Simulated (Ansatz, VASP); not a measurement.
**One calculation of BaTiO3, two programs**

```xyz
5
Lattice="3.9443 0.0000 0.0000 0.0000 2.8087 2.8458 0.0000 -2.8087 2.8458" Properties=species:S:1:pos:R:3 pbc="T T T"
Ba    0.0000    0.0000    0.0000
Ti    1.9721    0.0000    2.8908
O     0.0000    0.0000    2.8008
O     1.9721   -1.3796    4.2579
O     1.9721    1.3796    4.2579
```

Change from the starting cell: equal xx and yy strain of -1 %.

Alike in both runs: task single point; functional PBEsol; k mesh 8 × 8 × 8; occupations fermi-dirac, width 0.05 eV; no spin polarisation.

```csv
,VASP,Ansatz
version,VASP 6.6.1,Ansatz 0.2.0
potentials or method,"VASP PAW PBE potentials, release 64 (Ba_sv, Ti_sv, O), cutoff 520 eV","all-electron LAPW, scalar-relativistic"
```

|  | VASP | Ansatz | Ansatz less VASP |
| --- | --- | --- | --- |
| pressure (GPa) | 1.0 | -0.9 | -1.96 |
| traceless stress, the component that is largest in VASP (GPa) | -2.35 | -2.29 | +0.064 |
| rms of the force components (eV/Å) | 0.080 | 0.085 | +0.0045 |

VASP's potentials were made for PBE, not for PBEsol. Atom by atom the forces differ by 0.009 eV/Å (rms over components). Ansatz ran all-electron here, and VASP with PAW potentials.

Spin-orbit coupling is off throughout.
